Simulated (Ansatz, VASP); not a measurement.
One calculation of SiC, two programs

```
Si C
1.0
     0.00000    2.16796    2.27745
     2.12416    0.00000    2.27745
     2.12416    2.16796    0.00000
Si C
1 1
Direct
  0.00000 0.00000 0.00000
  0.75000 0.75000 0.75000
```

Change from the starting cell: strain +e along x and -e along y -0.0350, strain +e along z and -e/2 along x and y -0.0100.

Alike in both runs: task single point; functional PBE; k mesh 10 × 10 × 10; occupations gaussian, width 0.05 eV; no spin polarisation.

|  | VASP | Ansatz |
| --- | --- | --- |
| version | VASP 6.6.1 | Ansatz 0.2.0 |
| potentials or method | VASP PAW PBE potentials, release 64 (Si, C), cutoff 600 eV | scalar-relativistic, plane waves, PAW |
| valence electrons in the cell | 8 | 8 |

Ansatz gave:

```
gap on the k mesh at the Fermi level (eV)                     : 0.92
least direct gap on the mesh (eV)                             : 4.46
pressure (GPa)                                                : 0.0
traceless stress, the component that is largest in VASP (GPa) : -11.34
```

What did VASP give for the same quantities?

gap on the k mesh at the Fermi level (eV): 0.91; least direct gap on the mesh (eV): 4.46; pressure (GPa): -0.2; traceless stress, the component that is largest in VASP (GPa): -11.36.

With one functional, cell and mesh, what is left measures potentials, basis and numerics.
